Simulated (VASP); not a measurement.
Ti, 1 atom in the cell. Symmetry: Im-3m, No. 229, cubic system. Conventional cell: a = 3.373 Å, b = 3.373 Å, c = 3.373 Å, α = 90.00°, β = 90.00°, γ = 90.00°. Within 3.8 Å of Ti (site symmetry m-3m) lie 14 Ti at 2.92 to 3.37 Å.  This cell differs from its parent crystal: volume 19.182 Å^3 an atom, c/a of the conventional cell 1.0000.

| Item | Value |
| --- | --- |
| Program | VASP 6.6.1 |
| Task | single point |
| Functional | PBEsol |
| Potentials or basis | VASP PAW PBE potentials, release 64 (Ti_sv) |
| Cutoff | 520 eV |
| k mesh | 22 × 22 × 22 |
| Occupations | gaussian, width 0.15 eV |
| Spin | no spin polarisation |
| Dipole correction | no |
| Further INCAR settings | ALGO = Normal; EDIFF = 1e-06; NBANDS = 12 |

Potentials or basis: VASP PAW PBE potentials, release 64 (Ti_sv).

Launch:

```sh
$ cat potpaw_PBE.64/Ti_sv/POTCAR > POTCAR
$ mpirun -np 1 vasp_std > vasp.out
```

Hardware: 1 thread of Intel(R) Xeon(R) Platinum 8559C (Emerald Rapids), with other jobs on the host.

Question: How long does it take, and how much memory?

Answer: Run time: 25 s on 1 thread of Intel(R) Xeon(R) Platinum 8559C (Emerald Rapids), with other jobs on the host, peak memory 0.19 GiB. Counts: scf iterations 12, k points 328.
